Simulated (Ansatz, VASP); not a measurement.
## Two plane-wave programs on Sn

The input POSCAR:

```
Sn
1.0
    0.0000000000      3.3891935831      3.3891935831
    3.3891935831      0.0000000000      3.3891935831
    3.3891935831      3.3891935831      0.0000000000
Sn
2
Direct
    0.0000000000      0.0000000000      0.0000000000
    0.2500000000      0.2500000000      0.2500000000
```

INCAR.step1

```
SYSTEM = Sn
PREC = Accurate ; ENCUT = 520
ISMEAR = 0 ; SIGMA = 0.1
LREAL = .FALSE. ; LASPH = .TRUE.
NELM = 60 ; NBANDS = 21
GGA = PE ; ALGO = Normal
EDIFF = 1E-4 ; LWAVE = .TRUE.
LCHARG = .FALSE.
```

Contents of INCAR.step2:

```
SYSTEM = Sn
PREC = Accurate ; ENCUT = 520
EDIFF = 1E-7 ; ISMEAR = 0
SIGMA = 0.1 ; LREAL = .FALSE.
LASPH = .TRUE. ; NELM = 60
ALGO = Normal ; ISIF = 2
LWAVE = .FALSE. ; LCHARG = .FALSE.
METAGGA = R2SCAN ; LMIXTAU = .TRUE.
NBANDS = 21 ; ISTART = 1
```

File KPOINTS:

```
Automatic mesh
0
G
  12 12 12
  0 0 0
```

Input for Ansatz:

```yaml
crystal:
  lattice:
    - [0.0, 3.3891935831, 3.3891935831]
    - [3.3891935831, 0.0, 3.3891935831]
    - [3.3891935831, 3.3891935831, 0.0]
  atoms:
    - { symbol: Sn, position: [0.0, 0.0, 0.0] }
    - { symbol: Sn, position: [0.25, 0.25, 0.25] }
basis:
  ecutwfc: 500
kpoints:
  mp_grid: { grid: [12, 12, 12] }
hamiltonian:
  xc: r2scan
scf:
  occupations: { method: gaussian, width: 0.1 }
output:
  forces: true
  stress: true
  eigenvalues: true
```

Alike in both runs: task single point; functional r2SCAN; k mesh 12 × 12 × 12; occupations gaussian, width 0.1 eV; no spin polarisation.

```csv
,VASP,Ansatz
version,VASP 6.6.1,Ansatz 0.2.0
potentials or method,"VASP PAW PBE potentials, release 64 (Sn_d), cutoff 520 eV","scalar-relativistic, plane waves, PAW"
valence electrons in the cell,28,28
```

Ansatz gave:

* gap on the k mesh at the Fermi level (eV): none
* pressure (GPa): -3.2

Q: Which values does VASP return?

A: gap on the k mesh at the Fermi level (eV): none; pressure (GPa): -3.3.

VASP's potentials were made for PBE, not for r2SCAN. A gap of «none» marks a metal or a gap that the smearing closes. With one functional, cell and mesh, what is left measures potentials, basis and numerics.
